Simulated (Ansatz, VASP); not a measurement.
## Re: VASP beside Ansatz

```
CELL_PARAMETERS angstrom
-0.01975 1.96513 1.96513
1.96513 -0.01975 1.96513
1.96513 1.96513 -0.01975
ATOMIC_POSITIONS crystal
Re 0.00000 0.00000 0.00000
```

Change from the starting cell: equal xy, yz and zx shear strains of -1 %, PAW files.

Alike in both runs: task electric field gradients; functional LDA; k mesh 14 × 14 × 14; occupations fermi-dirac, width 0.03 eV; no spin polarisation.

|  | VASP | Ansatz |
| --- | --- | --- |
| version | VASP 6.6.1 | Ansatz 0.2.0 |
| potentials or method | VASP PAW LDA potentials, release 64 (Re) | PAW with Ansatz's default frozen-core files, scalar-relativistic |
| plane-wave cutoff (eV) | 520 | 420 |
| valence electrons in the cell | 7 | 15 |

Ansatz gave:

| Quantity | Value |
| --- | --- |
| pressure (GPa) | -23.8 |
| traceless stress, the component that is largest in VASP (GPa) | 1.37 |
| size of Vzz on the site where it differs most (V/Å²) | 30.3 |

Estimate VASP's values.

pressure (GPa): -23.1; traceless stress, the component that is largest in VASP (GPa): 1.43; size of Vzz on the site where it differs most (V/Å²): 33.8.

LDA's correlation is that of Perdew and Zunger in VASP and of Perdew and Wang (1992) in Ansatz. VASP's potentials hold 7 valence electrons a cell and Ansatz's 15, so a difference there can come from the potentials and not from the codes.

Neither program's run includes spin-orbit coupling.
